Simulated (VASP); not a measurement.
Here is a VASP 6.6.1 calculation.

Contents of POSCAR:

```
ScAl2
1.0
    0.0000000000      3.7937812734      3.7937812734
    3.7937812734      0.0000000000      3.7937812734
    3.7937812734      3.7937812734      0.0000000000
Sc Al
2 4
Direct
    0.5000000000      0.5000000000      0.5000000000
    0.7500000000      0.7500000000      0.7500000000
    0.1250000000      0.1250000000      0.1250000000
    0.6250000000      0.1250000000      0.1250000000
    0.1250000000      0.6250000000      0.1250000000
    0.1250000000      0.1250000000      0.6250000000
```

The input INCAR.step1:

```
ALGO = Normal ; EDIFF = 1E-4
ENCUT = 520 ; GGA = PE
ISMEAR = 0 ; LASPH = T
LCHARG = F ; LREAL = F
LWAVE = T ; NBANDS = 26
NELM = 100 ; PREC = Accurate
SIGMA = 0.1
```

INCAR.step2

```
ALGO = Normal ; EDIFF = 1E-6
ENCUT = 520 ; ISIF = 2
ISMEAR = 0 ; ISTART = 1
LASPH = T ; LCHARG = F
LMIXTAU = T ; LREAL = F
LWAVE = F ; METAGGA = R2SCAN
NBANDS = 26 ; NELM = 100
PREC = Accurate ; SIGMA = 0.1
```

Contents of KPOINTS:

```
k-points
0
Gamma
  2 2 2
```

Potentials or basis: VASP PAW PBE potentials, release 64 (Sc_sv, Al).

Launch:

```bash
$ cat potpaw_PBE.64/Sc_sv/POTCAR potpaw_PBE.64/Al/POTCAR > POTCAR
$ cp INCAR.step1 INCAR
$ mpirun -np 1 vasp_std > vasp.out
$ cp INCAR.step2 INCAR
$ mpirun -np 1 vasp_std > vasp.out
```

(1) Estimate the pressure.

(2) Estimate the band gap on the k mesh.

## Answers

(1) 0.0 GPa.

(2) zero (band 17 reaches 7.40 eV, above the bottom of band 18 at 4.73 eV).

Caveat: the k points lie up to 0.72 Å⁻¹ apart; the PAW data sets were made with another functional, which shifts forces and pressure a little.
